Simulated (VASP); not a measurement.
# TiAl: single point with LDA

The system is TiAl.

```
Ti Al
1.0
     3.01301    0.00000    0.00000
     0.00000    3.01301    0.00000
     0.00000    0.00000    3.56017
Ti Al
1 1
Direct
  0.00000 0.00000 0.00000
  0.50000 0.50000 0.50000
```

```json
{"Program": "VASP 6.6.1", "Task": "single point", "Functional": "LDA", "Potentials or basis": "VASP PAW LDA potentials, release 64 (Ti_sv, Al)", "Cutoff": "520 eV", "k mesh": "16 × 16 × 16", "Occupations": "gaussian, width 0.15 eV", "Spin": "no spin polarisation"}
```

```json
{
 "Pressure": "-6.2 GPa",
 "Band gap on the k mesh": "zero (an odd number of electrons rules out a gap without spin polarisation)"
}
```

Stress tensor (GPa, compression positive):
```
-9.37  0.00  0.00
 0.00 -9.37  0.00
 0.00  0.00  0.00
```

Levels at points of the mesh, in eV from the Fermi level:
```csv
k point,band 4,band 5,band 6,band 7,band 8,band 9,band 10,band 11,band 12,band 13
"(0.00, 0.00, 0.00)",-32.54,-9.03,-1.53,-1.06,1.78,1.78,1.92,2.45,6.13,6.13
"(0.50, 0.00, 0.00)",-32.51,-5.27,-4.81,-0.87,-0.32,0.91,2.07,3.73,6.27,7.09
"(0.50, 0.50, 0.00)",-32.69,-4.10,-1.28,-1.28,-1.00,0.11,0.11,3.40,4.89,5.78
"(0.00, 0.00, 0.50)",-32.53,-6.74,-5.14,-0.60,0.87,0.87,1.85,2.52,7.07,9.89
"(0.50, 0.00, 0.50)",-32.51,-5.07,-2.49,-1.59,-1.34,1.14,1.42,2.22,4.57,4.84
"(0.50, 0.50, 0.50)",-32.74,-2.81,-2.80,-2.80,0.90,2.45,2.79,3.41,3.47,3.47
```

Run time: 7.5 min on 1 thread of Intel Xeon 8259CL (shared host), peak memory 0.29 GiB.

Caveat: the stress differs along the axes, from -9 to -0 GPa.
